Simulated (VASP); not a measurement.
A run of VASP 6.6.1:

The input INCAR:

```
SYSTEM = VO2
PREC     = Accurate       ! precision mode
ENCUT    = 600            ! plane-wave cutoff, eV
EDIFF    = 1E-6           ! SCF threshold, eV
ISMEAR   = 0              ! smearing method
SIGMA    = 0.05           ! smearing width, eV
LREAL    = .False.        ! projectors in reciprocal space
LASPH    = .True.         ! aspherical terms in the spheres
NELM     = 200            ! most SCF steps
ALGO     = Normal         ! electronic algorithm
ISIF     = 2              ! what is computed and relaxed
LWAVE    = .False.        ! write WAVECAR
LCHARG   = .False.        ! write CHGCAR
ISPIN    = 2              ! spin polarisation
MAGMOM   = 0.93 0.93 0 0 0 0 ! initial moments
LORBIT   = 11             ! projections on sites
LMAXMIX  = 4              ! l up to which the mixer works
GGA      = PE             ! functional
NBANDS   = 38             ! bands
GGA_COMPAT= .False.
```

The input KPOINTS:

```
Automatic mesh
0
Gamma
  6 6 10
  0 0 0
```

POSCAR

```
VO2
1.0
    4.6524820243      0.0000000000      0.0000000000
    0.0000000000      4.6524820243      0.0000000000
    0.0000000000      0.0000000000      2.8646558888
V O
2 4
Direct
    0.0000000000      0.0000000000      0.0000000000
    0.5000000000      0.5000000000      0.5000000000
    0.3019803827      0.3019803827      0.0000000000
    0.1980196173      0.8019803827      0.5000000000
    0.6980196173      0.6980196173      0.0000000000
    0.8019803827      0.1980196173      0.5000000000
```

Potentials or basis: VASP PAW PBE potentials, release 64 (V_sv, O).

Run with:

```sh
$ cat potpaw_PBE.64/V_sv/POTCAR potpaw_PBE.64/O/POTCAR > POTCAR
$ mpirun -np 1 vasp_std > vasp.out
```

Hardware: 1 thread of Intel(R) Xeon(R) Platinum 8488C (Sapphire Rapids), with other jobs on the host.

**Question.** Estimate the wall time of this run.

**Answer.** Wall time 4.4 min on 1 thread of Intel(R) Xeon(R) Platinum 8488C (Sapphire Rapids), on a shared host, peak memory 0.38 GiB. Counts: scf iterations 17, k points 60.
